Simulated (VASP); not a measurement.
Input of a VASP 6.6.1 run:

File INCAR:

```
PREC = Accurate ; ENCUT = 520
EDIFF = 1E-6 ; ISMEAR = 0
SIGMA = 0.1 ; LREAL = False
LASPH = True ; NELM = 200
ALGO = Normal ; ISIF = 2
LWAVE = False ; LCHARG = False
ISPIN = 2 ; MAGMOM = 0 0 0 0 0 0 0 0 0 0 0 0 0 0 0 0 0 0 0 0 0 0 0 0 1 0
LORBIT = 11 ; LDIPOL = True
IDIPOL = 3 ; DIPOL = 0.5 0.5 0.292
GGA = PE ; NBANDS = 52
GGA_COMPAT = False ; NELMDL = -8
KPAR = 4
```

Contents of KPOINTS:

```
Automatic mesh
0
Gamma
  6 4 1
```

POSCAR

```
Be24NO
1.0
    4.5254381411      0.0000000000      0.0000000000
    0.0000000000      7.1336190820      0.0000000000
    0.0000000000      0.0000000000     22.3685529248
Be N O
24 1 1
Direct
    0.0000000000      0.3750000000      0.1788224752
    0.0000000000      0.8750000000      0.1788224752
    0.5000000000      0.3750000000      0.1788224752
    0.5000000000      0.8750000000      0.1788224752
    0.2500000000      0.1250000000      0.2080237711
    0.2500000000      0.6250000000      0.2080237711
    0.7500000000      0.1250000000      0.2080237711
    0.7500000000      0.6250000000      0.2080237711
    0.2500000000      0.3750000000      0.2664263628
    0.2500000000      0.8750000000      0.2664263628
    0.7500000000      0.3750000000      0.2664263628
    0.7500000000      0.8750000000      0.2664263628
    0.0000000000      0.1250000000      0.2903069137
    0.0000000000      0.6250000000      0.2903069137
    0.5000000000      0.1250000000      0.2903069137
    0.5000000000      0.6250000000      0.2903069137
    0.0000000000      0.3750000000      0.3546814205
    0.0000000000      0.8750000000      0.3546814205
    0.5000000000      0.3750000000      0.3546814205
    0.5000000000      0.8750000000      0.3546814205
    0.2500000000      0.1250000000      0.3741213369
    0.2500000000      0.6250000000      0.3741213369
    0.7500000000      0.1250000000      0.3741213369
    0.7500000000      0.6250000000      0.3741213369
    0.7500000000      0.4583333333      0.4232975176
    0.7861514845      0.4944848178      0.4742526455
```

Potentials or basis: VASP PAW PBE potentials, release 64 (Be, N, O).

The run is started by

```console
$ cat potpaw_PBE.64/Be/POTCAR potpaw_PBE.64/N/POTCAR potpaw_PBE.64/O/POTCAR > POTCAR
$ mpirun -np 4 vasp_std > vasp.out
```

Q: Estimate the largest force.

A: 5.044 eV/Å.

Q: Predict the net moment.

A: 0.00 μB per cell.

Forces on the atoms (eV/Å):
```
Be  -0.051  0.002  0.476
Be   0.019  0.028  0.411
Be   0.059 -0.022  0.491
Be  -0.012  0.030  0.410
Be  -0.006 -0.003 -0.717
Be  -0.010 -0.037 -0.728
Be   0.010  0.037 -0.675
Be   0.019 -0.054 -0.627
Be  -0.052 -0.008 -0.045
Be   0.015 -0.016  0.271
Be   0.022  0.050  0.420
Be  -0.010  0.026  0.063
Be   0.010 -0.014  0.068
Be  -0.077 -0.062  0.064
Be  -0.002 -0.034  0.048
Be   0.120 -0.083  0.150
Be   0.396 -0.190  0.176
Be   0.055  0.092  0.082
Be  -0.387 -0.250  0.448
Be  -0.065  0.107  0.055
Be   0.023  0.029 -0.088
Be   0.068  0.160 -0.481
Be  -0.009 -0.158  0.112
Be  -0.067  0.880 -0.752
N   -0.501 -0.155 -4.647
O    0.433 -0.353  5.013
```

Caveat: the standard files for N, O and F lose accuracy on very short bonds.
